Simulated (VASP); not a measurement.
# TePb (Fm-3m) in VASP: settings compared

Aim: see how the results for TePb move with the level of theory and the settings. Levels: RPBE+D3(BJ), RPBE+D4, RPBE. Tasks: single point.

Program: VASP 6.6.1. These are calculated values, not measurements. Logs are shortened: lines on timing, memory, paths and dates and some standing lists are left out, and cuts for length are marked.

### 1 The cell of the first run

The structure is cubic, space group Fm-3m (No. 225). The conventional cell has a = 5.998 Å, b = 5.998 Å, c = 5.998 Å, α = 90.00°, β = 90.00°, γ = 90.00°. Pb (site symmetry m-3m) has 6 Te at 3.00 Å within 3.9 Å. Within 3.9 Å of Te (site symmetry m-3m) lie 6 Pb at 3.00 Å.

### 2 Single point, RPBE+D3(BJ)

Contents of INCAR:

```
ALGO = Normal
EDIFF = 1E-6
ENCUT = 520
GGA = RP
ISIF = 2
ISMEAR = -1
IVDW = 12
LASPH = True
LCHARG = True
LELF = True
LREAL = False
LVHAR = True
LWAVE = False
NBANDS = 17
NELM = 80
PREC = Accurate
SIGMA = 0.05
```

Contents of KPOINTS:

```
k-points
0
Gamma
  7 7 7
```

Contents of POSCAR:

```
TePb
1.0
    0.0000000000      2.9991831671      2.9991831671
    2.9991831671      0.0000000000      2.9991831671
    2.9991831671      2.9991831671      0.0000000000
Pb Te
1 1
Direct
    0.0000000000      0.0000000000      0.0000000000
    0.5000000000      0.5000000000      0.5000000000
```

Potentials or basis: VASP PAW PBE potentials, release 64 (Pb_d, Te).

Run with:

```console
> cat potpaw_PBE.64/Pb_d/POTCAR potpaw_PBE.64/Te/POTCAR > POTCAR
> mpirun -np 1 vasp_std > vasp.out
```

OUTCAR:

```text
EDIFF = 1E-6
   ENCUT = 520
   GGA = RP
   ISIF = 2
   ISMEAR = -1
   IVDW = 12
   LASPH = True
   LREAL = False
   NELM = 80
   PREC = Accurate
 IVDW          = 12

 ion  position               nearest neighbor table
   1  0.000  0.000  0.000-   2 3.00   2 3.00   2 3.00   2 3.00   2 3.00   2 3.00
   2  0.500  0.500  0.500-   1 3.00   1 3.00   1 3.00   1 3.00   1 3.00   1 3.00

  LATTYP: Found a face centered cubic cell.
 ALAT       =     5.9983663342

  Lattice vectors:

 A1 = (   0.0000000000,   2.9991831671,   2.9991831671)
 A2 = (   2.9991831671,   0.0000000000,   2.9991831671)
 A3 = (   2.9991831671,   2.9991831671,   0.0000000000)

Analysis of symmetry for initial positions (statically):
=====================================================================
 Subroutine PRICEL returns:
 Original cell was already a primitive cell.

 Routine SETGRP: Setting up the symmetry group for a
 face centered cubic supercell.

 Subroutine GETGRP returns: Found 48 space group operations
[... 9 lines left out ...]

 Routine SETGRP: Setting up the symmetry group for a
 face centered cubic supercell.

 Subroutine GETGRP returns: Found 48 space group operations
[... 11 lines left out ...]
                                     Primitive cell

  volume of cell :      53.9559

  direct lattice vectors                    reciprocal lattice vectors
     0.000000000  2.999183167  2.999183167    -0.166712059  0.166712059  0.166712059
     2.999183167  0.000000000  2.999183167     0.166712059 -0.166712059  0.166712059
     2.999183167  2.999183167  0.000000000     0.166712059  0.166712059 -0.166712059

  length of vectors
     4.241485511  4.241485511  4.241485511     0.288753756  0.288753756  0.288753756

  position of ions in fractional coordinates (direct lattice)
     0.000000000  0.000000000  0.000000000
     0.500000000  0.500000000  0.500000000

  ion indices of the primitive-cell ions
   primitive index   ion index
                 1           1
                 2           2

----------------------------------------------------------------------------------------

 KPOINTS: k-points

Automatic generation of k-mesh.
 Grid dimensions read from file:
 generate k-points for:    7    7    7

 Generating k-lattice:

  Cartesian coordinates                     Fractional coordinates (reciprocal lattice)
    -0.023816008  0.023816008  0.023816008     0.142857143  0.000000000  0.000000000
     0.023816008 -0.023816008  0.023816008     0.000000000  0.142857143  0.000000000
     0.023816008  0.023816008 -0.023816008     0.000000000  0.000000000  0.142857143

  Length of vectors
     0.041250537  0.041250537  0.041250537

  Shift w.r.t. Gamma in fractional coordinates (k-lattice)
     0.000000000  0.000000000  0.000000000

 Subroutine IBZKPT returns following result:
 ===========================================

 Found     20 irreducible k-points:

 Following reciprocal coordinates:
            Coordinates               Weight
  0.000000  0.000000  0.000000      1.000000
  0.142857  0.000000  0.000000      8.000000
  0.285714  0.000000  0.000000      8.000000
  0.428571  0.000000  0.000000      8.000000
  0.142857  0.142857  0.000000      6.000000
  0.285714  0.142857  0.000000     24.000000
[... 12 lines left out ...]
 -0.428571  0.428571  0.142857     24.000000
 -0.285714  0.428571  0.142857     24.000000
   k-points           NKPTS =     20   k-points in BZ     NKDIM =     20   number of bands    NBANDS=     17
   number of dos      NEDOS =    301   number of ions     NIONS =      2
   total plane-waves  NPLWV =  32768
   dimension x,y,z NGX =    32 NGY =   32 NGZ =   32
   dimension x,y,z NGXF=    64 NGYF=   64 NGZF=   64
   ions per type =               1   1
   NGX,Y,Z   is equivalent  to a cutoff of  12.54, 12.54, 12.54 a.u.
   NGXF,Y,Z  is equivalent  to a cutoff of  25.08, 25.08, 25.08 a.u.
 SYSTEM =  unknown system
   PREC   = accura    normal or accurate (medium, high low for compatibility)
   ISTART =      0    job   : 0-new  1-cont  2-samecut
   ICHARG =      2    charge: 1-file 2-atom 10-const
   ISPIN  =      1    spin polarized calculation?
   LNONCOLLINEAR =      F non collinear calculations
   LSORBIT =      F    spin-orbit coupling
   LASPH  =      T    aspherical Exc in radial PAW
   ENCUT  =  520.0 eV  38.22 Ry    6.18 a.u.   7.89  7.89  7.89*2*pi/ulx,y,z
   NELM   =     80;   NELMIN=  2; NELMDL= -5     # of ELM steps
   EDIFF  = 0.1E-05   stopping-criterion for ELM
   LREAL  =      F    real-space projection
   EDIFFG = 0.1E-04   stopping-criterion for IOM
   NSW    =      0    number of steps for IOM
   IBRION =     -1    ionic relax: 0-MD 1-quasi-New 2-CG
   NFREE  =      0    steps in history (QN), initial steepest desc. (CG)
   ISIF   =      2    stress and relaxation
   ISYM   =      2    0-nonsym 1-usesym 2-fastsym
   POTIM  = 0.5000    time-step for ionic-motion
   TEBEG  =    0.0;   TEEND  =   0.0 temperature during run
   PSTRESS=    0.0 pullay stress
   NELECT =      20.0000    total number of electrons
   NUPDOWN=      -1.0000    fix difference up-down
   EMIN   =  10.00;   EMAX   =-10.00  energy-range for DOS
   EFERMI =   0.00;   METHOD = LEGACY
   ISMEAR =    -1;   SIGMA  =   0.05  broadening in eV -4-tet -1-fermi 0-gaus
   EFERMI_NEDOS =   21; number of points for ismear=-14 and -15
   IALGO  =     38    algorithm
   IMIX   =      4    mixing-type and parameters
     AMIX     =   0.40;   BMIX     =  1.00
     AMIX_MAG =   1.60;   BMIX_MAG =  1.00
  volume/ion in A,a.u.               =      26.98       182.06
  Fermi-wavevector in a.u.,A,eV,Ry     =   1.175994  2.222307 18.816345  1.382962
  Thomas-Fermi vector in A             =   2.312366
   LORBIT       =      0    0 simple, 1 ext, 2 COOP (PROOUT), +10 PAW based schemes
   GGA     = RP    functional components
   LHFCALC =     F    Hartree Fock is set to
   AEXX    =    0.0000 exact exchange contribution
   IVDW    =    12    specifies the selected vdW correction
   LEPSILON=     F    determine dielectric tensor
   LRPA    =     F    only Hartree local field effects (RPA)
 non-spin polarized calculation
  energy-cutoff  :      520.00
  volume of cell :       53.96
 maximum number of plane-waves:      1468
   NGX = 15   NGY = 15   NGZ = 15

 number of electron      20.0000002 magnetization

 Free energy of the ion-electron system (eV)
  ---------------------------------------------------
  ext. energy  EPLUGINS =         0.00000000
  ---------------------------------------------------
  free energy    TOTEN  =        -5.85844815 eV

  energy without entropy =       -5.85839807  energy(sigma->0) =       -5.85842311

 E-fermi :   9.2330     XC(G=0): -10.2550

 val. band max:        8.9039349410   @ k =   0.4286   0.0000   0.0000
 cond. band min:       9.5640898135   @ k =   0.4286   0.0000   0.0000
 fundamental gap:      0.6601548725
 Fermi energy:         9.2329852829

 k-point     1 :       0.0000    0.0000    0.0000
  band No.  band energies     occupation
      1      -8.3604      2.00000
      2      -8.3604      2.00000
      3      -8.3317      2.00000
      4      -8.3317      2.00000
      5      -8.3317      2.00000
      6      -5.1779      2.00000
[... 9 lines left out ...]
     16      14.1876      0.00000
     17      15.3930      0.00000

 k-point     2 :       0.1429    0.0000    0.0000
  band No.  band energies     occupation
      1      -8.3676      2.00000
      2      -8.3676      2.00000
      3      -8.3314      2.00000
      4      -8.3250      2.00000
      5      -8.3250      2.00000
      6      -4.9438      2.00000
[... 9 lines left out ...]
     16      14.6451      0.00000
     17      17.1740      0.00000

 k-point     3 :       0.2857    0.0000    0.0000
  band No.  band energies     occupation
      1      -8.3865      2.00000
      2      -8.3865      2.00000
      3      -8.3317      2.00000
      4      -8.3074      2.00000
      5      -8.3074      2.00000
      6      -4.2651      2.00000
[... 9 lines left out ...]
     16      15.8094      0.00000
     17      20.2773      0.00000

 k-point     4 :       0.4286    0.0000    0.0000
  band No.  band energies     occupation
      1      -8.4022      2.00000
      2      -8.4022      2.00000
      3      -8.3327      2.00000
      4      -8.2926      2.00000
      5      -8.2926      2.00000
      6      -3.3213      2.00000
[... 9 lines left out ...]
     16      17.4938      0.00000
     17      19.8372      0.00000

 k-point     5 :       0.1429    0.1429    0.0000
  band No.  band energies     occupation
      1      -8.3858      2.00000
      2      -8.3553      2.00000
      3      -8.3367      2.00000
      4      -8.3209      2.00000
      5      -8.3209      2.00000
      6      -4.8617      2.00000
[... 9 lines left out ...]
     16      15.5202      0.00000
     17      17.2120      0.00000

 k-point     6 :       0.2857    0.1429    0.0000
  band No.  band energies     occupation
      1      -8.4137      2.00000
      2      -8.3622      2.00000
      3      -8.3371      2.00000
      4      -8.3100      2.00000
      5      -8.3045      2.00000
      6      -4.3219      2.00000
[... 9 lines left out ...]
     16      16.6380      0.00000
     17      18.8053      0.00000

 k-point     7 :       0.4286    0.1429    0.0000
  band No.  band energies     occupation
      1      -8.4305      2.00000
      2      -8.3815      2.00000
      3      -8.3313      2.00000
      4      -8.3013      2.00000
      5      -8.2893      2.00000
      6      -3.4314      2.00000
[... 9 lines left out ...]
     16      18.1431      0.00000
     17      19.5525      0.00000

 k-point     8 :      -0.4286    0.1429    0.0000
  band No.  band energies     occupation
      1      -8.4251      2.00000
      2      -8.3964      2.00000
      3      -8.3265      2.00000
      4      -8.2974      2.00000
      5      -8.2896      2.00000
      6      -2.9295      2.00000
[... 9 lines left out ...]
     16      17.3392      0.00000
     17      19.9537      0.00000
[... 123 lines left out ...]
      1      -8.5408      2.00000
      2      -8.3569      2.00000
      3      -8.3349      2.00000
      4      -8.2721      2.00000
      5      -8.2721      2.00000
      6      -2.7416      2.00000
[... 9 lines left out ...]
     16      19.7298      0.00000
     17      20.4553      0.00000

 k-point    16 :      -0.4286    0.4286    0.0000
  band No.  band energies     occupation
      1      -8.5357      2.00000
      2      -8.3505      2.00000
      3      -8.3440      2.00000
      4      -8.2754      2.00000
      5      -8.2715      2.00000
      6      -2.4248      2.00000
[... 9 lines left out ...]
     16      19.4397      0.00000
     17      20.6046      0.00000

 k-point    17 :       0.4286    0.2857    0.1429
  band No.  band energies     occupation
      1      -8.4446      2.00000
      2      -8.3676      2.00000
      3      -8.3358      2.00000
      4      -8.2976      2.00000
      5      -8.2956      2.00000
      6      -3.6619      2.00000
[... 9 lines left out ...]
     16      18.2451      0.00000
     17      18.8833      0.00000

 k-point    18 :      -0.4286    0.2857    0.1429
  band No.  band energies     occupation
      1      -8.4601      2.00000
      2      -8.3804      2.00000
      3      -8.3239      2.00000
      4      -8.3039      2.00000
      5      -8.2830      2.00000
      6      -2.8074      2.00000
[... 9 lines left out ...]
     16      18.3336      0.00000
     17      19.7603      0.00000

 k-point    19 :      -0.4286    0.4286    0.1429
  band No.  band energies     occupation
      1      -8.5120      2.00000
      2      -8.3554      2.00000
      3      -8.3420      2.00000
      4      -8.2883      2.00000
      5      -8.2722      2.00000
      6      -2.5686      2.00000
[... 9 lines left out ...]
     16      19.5640      0.00000
     17      20.0090      0.00000

 k-point    20 :      -0.2857    0.4286    0.1429
  band No.  band energies     occupation
      1      -8.4935      2.00000
      2      -8.3712      2.00000
      3      -8.3239      2.00000
      4      -8.3059      2.00000
      5      -8.2724      2.00000
      6      -2.3242      2.00000
[... 9 lines left out ...]
     16      19.3179      0.00000
     17      20.2122      0.00000

------------------------ aborting loop because EDIFF is reached ----------------------------------------

 Edisp (eV)   -5.28253

 E8    (eV) :    -3.6536

  FORCE on cell =-STRESS in cart. coord.  units (eV):
  Direction    XX          YY          ZZ          XY          YZ          ZX
  --------------------------------------------------------------------------------------
  -------------------------------------------------------------------------------------
  Total      -0.03103    -0.03103    -0.03103     0.00000    -0.00000     0.00000
  in kB      -0.92151    -0.92151    -0.92151     0.00000    -0.00000     0.00000
  external pressure =       -0.92 kB  Pullay stress =        0.00 kB

 VOLUME and BASIS-vectors are now :
 -----------------------------------------------------------------------------
  energy-cutoff  :      520.00
  volume of cell :       53.96
      direct lattice vectors                 reciprocal lattice vectors
     0.000000000  2.999183167  2.999183167    -0.166712059  0.166712059  0.166712059
     2.999183167  0.000000000  2.999183167     0.166712059 -0.166712059  0.166712059
     2.999183167  2.999183167  0.000000000     0.166712059  0.166712059 -0.166712059

 POSITION                                       TOTAL-FORCE (eV/Angst)
 -----------------------------------------------------------------------------------
      0.00000      0.00000      0.00000         0.000000      0.000000     -0.000000
      2.99918      2.99918      2.99918        -0.000000     -0.000000      0.000000
 -----------------------------------------------------------------------------------
    total drift:                                0.000000     -0.000000     -0.000000

  FREE ENERGIE OF THE ION-ELECTRON SYSTEM (eV)
  ---------------------------------------------------
  free  energy   TOTEN  =       -11.1409778862 eV

  energy  without entropy=      -11.1409278143  energy(sigma->0) =      -11.14095285
```

It took 15 s on 1 thread of Intel Xeon 6975P-C, shared host; peak memory 0.19 GiB.

What came out:

* Free energy: -11.1410 eV
* Pressure: -0.1 GPa
* Dispersion energy per atom: -2.641 eV

Caveat: this odd mesh misses L, where the gap lies, so gap, dielectric constants and Born charges aren't listed; the PAW data sets were made with another functional, which shifts forces and pressure a little; spin-orbit coupling is left out, which moves the levels of the heavy elements.

### 3 Single point, RPBE+D4

This run uses another cell than the first one, of 33.73 Å³/atom, 1.250 times its volume.

Contents of INCAR:

```
PREC = Accurate ; ENCUT = 520
EDIFF = 1E-6 ; ISMEAR = -1
SIGMA = 0.05 ; LREAL = False
LASPH = True ; NELM = 100
ALGO = Normal ; ISIF = 2
LWAVE = False ; LCHARG = False
GGA = RP ; IVDW = 13
NBANDS = 17
```

Contents of KPOINTS:

```
regular mesh
0
Gamma
  7 7 7
```

Contents of POSCAR:

```
TePb
1.0
    0.0000000000      3.2310000000      3.2310000000
    3.2310000000      0.0000000000      3.2310000000
    3.2310000000      3.2310000000      0.0000000000
Pb Te
1 1
Direct
    0.0000000000      0.0000000000      0.0000000000
    0.5000000000      0.5000000000      0.5000000000
```

Potentials or basis: VASP PAW PBE potentials, release 64 (Pb_d, Te).

Run with:

```console
> cat potpaw_PBE.64/Pb_d/POTCAR potpaw_PBE.64/Te/POTCAR > POTCAR
> mpirun -np 1 vasp_std > vasp.out
```

Run time: 26 s. Hardware: 1 thread of Intel Xeon 6975P-C, shared host; peak memory 0.21 GiB.

The run converged. Its results:

```
Free energy                : -8.3137 eV
Pressure                   : -0.1 GPa
Dispersion energy per atom : -0.768 eV
```

Levels at points of the mesh, in eV from the Fermi level:
| k point | band 8 | band 9 | band 10 | band 11 | band 12 | band 13 |
| --- | --- | --- | --- | --- | --- | --- |
| (0.00, 0.00, 0.00) | -1.80 | -1.80 | -1.80 | 3.67 | 3.67 | 3.67 |

Caveat: this odd mesh misses L, where the gap lies, so gap, dielectric constants and Born charges aren't listed; the PAW data sets were made with another functional, which shifts forces and pressure a little; spin-orbit coupling is left out, which moves the levels of the heavy elements.

[end of part 1 of 2]
